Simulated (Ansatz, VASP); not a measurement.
**One calculation of Si2S3, two programs**

File INCAR:

```
PREC = Accurate
ENCUT = 600
EDIFF = 1E-6
ISMEAR = 0
SIGMA = 0.1
LREAL = False
LASPH = True
NELM = 100
ALGO = Normal
ISIF = 3
LWAVE = False
LCHARG = False
GGA = PE
IBRION = 2
NSW = 90
EDIFFG = -0.04
```

File KPOINTS:

```
regular mesh
0
Gamma
  6 6 4
```

The input POSCAR:

```
Si2S3
1.0
    4.0701627949      0.0000000000      0.0000000000
   -2.0350813974      3.5248643779      0.0000000000
    0.0000000000      0.0000000000      6.3325121656
Si S
2 3
Direct
    0.3333333333      0.6666666667      0.2450000000
    0.6666666667      0.3333333333      0.7550000000
    0.0000000000      0.0000000000      0.0000000000
    0.3333333333      0.6666666667      0.6450000000
    0.6666666667      0.3333333333      0.3550000000
```

Input for Ansatz:

```yaml
crystal:
  lattice:
    - [4.0701627949, 0.0, 0.0]
    - [-2.0350813974, 3.5248643779, 0.0]
    - [0.0, 0.0, 6.3325121656]
  atoms:
    - { symbol: Si, position: [0.3333333333, 0.6666666667, 0.245] }
    - { symbol: Si, position: [0.6666666667, 0.3333333333, 0.755] }
    - { symbol: S, position: [0.0, 0.0, 0.0] }
    - { symbol: S, position: [0.3333333333, 0.6666666667, 0.645] }
    - { symbol: S, position: [0.6666666667, 0.3333333333, 0.355] }
basis:
  ecutwfc: 420
kpoints:
  mp_grid: { grid: [6, 6, 4] }
hamiltonian:
  xc: pbe
scf:
  occupations: { method: gaussian, width: 0.1 }
  lower_state_search: "off"
output:
  forces: true
  stress: true
  eigenvalues: true
relax:
  adjacent_minimum: "off"
  f_tol: 0.04
  max_steps: 70
  cell: { stress_tol: 0.4 }
```

Alike in both runs: task relaxation of cell and atoms; functional PBE; k mesh 6 × 6 × 4; occupations gaussian, width 0.1 eV; no spin polarisation.

|  | VASP | Ansatz |
| --- | --- | --- |
| version | VASP 6.6.1 | Ansatz 0.2.0 |
| potentials or method | VASP PAW PBE potentials, release 64 (Si, S), cutoff 600 eV | scalar-relativistic, plane waves, PAW |
| valence electrons in the cell | 26 | 26 |

|  | VASP | Ansatz | Ansatz less VASP |
| --- | --- | --- | --- |
| gap on the k mesh at the Fermi level, each at its own relaxed structure (eV) | none | none | - |
| relaxed volume (Å³/atom) | 18.28 | 18.87 | +0.589 |
| relaxed cell length with the largest relative difference (Å) | 8.786 | 9.066 | +0.2804 |

A gap of «none» marks a metal or a gap that the smearing closes.
